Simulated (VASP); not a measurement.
InGa2O:

```
In Ga O
1.0
     2.34396    1.35328    3.62523
    -2.34396    1.35328    3.62523
     0.00000   -2.70657    3.62523
In Ga O
1 2 1
Direct
  0.50000 0.50000 0.50000
  0.82091 0.82091 0.82091
  0.17909 0.17909 0.17909
  0.00000 0.00000 0.00000
```

| Item | Value |
| --- | --- |
| Program | VASP 6.6.1 |
| Task | relaxation of cell and atoms |
| Functional | PBE |
| Potentials or basis | VASP PAW PBE potentials, release 64 (In_d, Ga_d, O) |
| Cutoff | 600 eV |
| k mesh | 6 × 6 × 6 |
| Occupations | gaussian, width 0.1 eV |
| Spin | no spin polarisation |

At the start: pressure 9.9 GPa; volume 17.25 Å³/atom.

How do energy, volume and symmetry change on relaxing?

Over 7 steps the energy falls by 222.6 meV/atom and the volume is 21.38 Å³/atom (+23.9 %); space group R-3m (No. 166, to 0.05 Å).

Step by step:
| step | energy change (eV) | largest force (eV/Å) | pressure (GPa) | volume (Å³) |
| --- | --- | --- | --- | --- |
| 1 | 0.0000 | 0.8308 | 9.87 | 69.00 |
| 2 | -0.8173 | 0.3653 | 1.47 | 79.85 |
| 3 | -0.8847 | 0.0464 | 0.52 | 83.54 |
| 4 | -0.8899 | 0.0885 | 0.37 | 84.88 |
| 5 | -0.8898 | 0.1228 | 0.30 | 85.20 |
| 6 | -0.8895 | 0.1021 | -0.33 | 85.90 |
| 7 | -0.8906 | 0.0175 | -0.04 | 85.52 |

Final structure:
```
In Ga O
1.0
     2.65308    1.53176    3.50731
    -2.65308    1.53176    3.50731
     0.00000   -3.06352    3.50731
In Ga O
1 2 1
Direct
  0.50000 0.50000 0.50000
  0.82614 0.82614 0.82614
  0.17386 0.17386 0.17386
  0.00000 0.00000 0.00000
```

Caveat: the volume moved by over 15 % at a fixed basis, so the end points are rough; an odd number of electrons without spin polarisation forces a metal; a magnetic or distorted state may lie lower.
